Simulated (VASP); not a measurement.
Na, 1 atom in the cell. It takes space group Pm-3m (No. 221, cubic). Conventional cell: a = 7.023 Å, b = 7.023 Å, c = 7.023 Å, α = 90.00°, β = 90.00°, γ = 90.00°. 

- Program: VASP 6.6.1
- Task: relaxation of cell and atoms
- Functional: r2SCAN
- Potentials or basis: VASP PAW PBE potentials, release 64 (Na_pv)
- Cutoff: 600 eV
- k mesh: 3 × 3 × 3
- Occupations: fermi-dirac, width 0.1 eV
- Spin: no spin polarisation
- Dipole correction: no
- Further INCAR settings: ALGO = Normal; EDIFF = 1e-06; IBRION = 2; EDIFFG = -0.01; NSW = 60; ISIF = 3

Potentials or basis: VASP PAW PBE potentials, release 64 (Na_pv).

Command:

```bash
$ cat potpaw_PBE.64/Na_pv/POTCAR > POTCAR
$ cp INCAR.step1 INCAR
$ mpirun -np 1 vasp_std > vasp.out
$ cp INCAR.step2 INCAR
$ mpirun -np 1 vasp_std > vasp.out
```

Hardware: 1 thread of Intel(R) Xeon(R) Platinum 8375C CPU @ 2.90GHz (Ice Lake), with other jobs on the host.

Problem. Estimate the wall time of this run.

Solution. It took 14 min on 1 thread of Intel(R) Xeon(R) Platinum 8375C CPU @ 2.90GHz (Ice Lake), on a shared host, peak memory 0.52 GiB. Counts: k points 4, ion steps 10.
